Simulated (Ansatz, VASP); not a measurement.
# Two plane-wave programs on O

Contents of INCAR:

```
SYSTEM = O
  PREC = Accurate
  ENCUT = 520
  EDIFF = 1E-8
  ISMEAR = -1
  SIGMA = 0.02
  LREAL = .False.
  LASPH = .True.
  NELM = 100
  ALGO = Normal
  ISIF = 2
  LWAVE = .False.
  LCHARG = .False.
  GGA = PS
  LEFG = .True.
  NBANDS = 13
```

Contents of KPOINTS:

```
Automatic mesh
0
Gamma
  10 10 10
  0 0 0
```

Contents of POSCAR:

```
O
1.0
    1.4512649137      0.8378881885      3.4751463827
   -1.4512649137      0.8378881885      3.4751463827
    0.0000000000     -1.6757763772      3.4751463827
O
2
Direct
    0.0577000000      0.0577000000      0.0577000000
    0.9423000000      0.9423000000      0.9423000000
```

Input for Ansatz:

```yaml
crystal:
  lattice:
    - [1.4512649137, 0.8378881885, 3.4751463827]
    - [-1.4512649137, 0.8378881885, 3.4751463827]
    - [0.0, -1.6757763772, 3.4751463827]
  atoms:
    - { symbol: O, position: [0.0577, 0.0577, 0.0577] }
    - { symbol: O, position: [0.9423, 0.9423, 0.9423] }
kpoints:
  mp_grid: { grid: [10, 10, 10] }
scf:
  occupations: { method: fermi_dirac, width: 0.02 }
hamiltonian:
  xc: pbesol
  pseudopotentials: { kind: paw }
output:
  forces: true
  stress: true
  eigenvalues: true
  efg: { contact_densities: true }
```

Change from the starting cell: volume scaled by 1.06, PAW files.

Alike in both runs: task electric field gradients; functional PBEsol; k mesh 10 × 10 × 10; occupations fermi-dirac, width 0.02 eV; no spin polarisation.

|  | VASP | Ansatz |
| --- | --- | --- |
| version | VASP 6.6.1 | Ansatz 0.2.0 |
| potentials or method | VASP PAW PBE potentials, release 64 (O) | PAW with Ansatz's default frozen-core files, scalar-relativistic |
| plane-wave cutoff (eV) | 520 | 420 |
| valence electrons in the cell | 12 | 12 |

Ansatz gave:

- pressure (GPa): -3.6
- traceless stress, the component that is largest in VASP (GPa): 9.11
- rms of the force components (eV/Å): 0.163
- size of Vzz on the site where it differs most (V/Å²): 121.7

Q: What did VASP give for the same quantities?

A: Pressure (GPa): -0.3; traceless stress, the component that is largest in VASP (GPa): 16.58; rms of the force components (eV/Å): 1.022; size of Vzz on the site where it differs most (V/Å²): 122.9.

VASP's potentials were made for PBE, not for PBEsol. Atom by atom the forces differ by 0.859 eV/Å (rms over components). The functional is the same, so the differences come from potentials, cutoffs and numerics.

Noted on VASP's run: the standard files for N, O and F lose accuracy on very short bonds; spin is off for a triplet molecule.
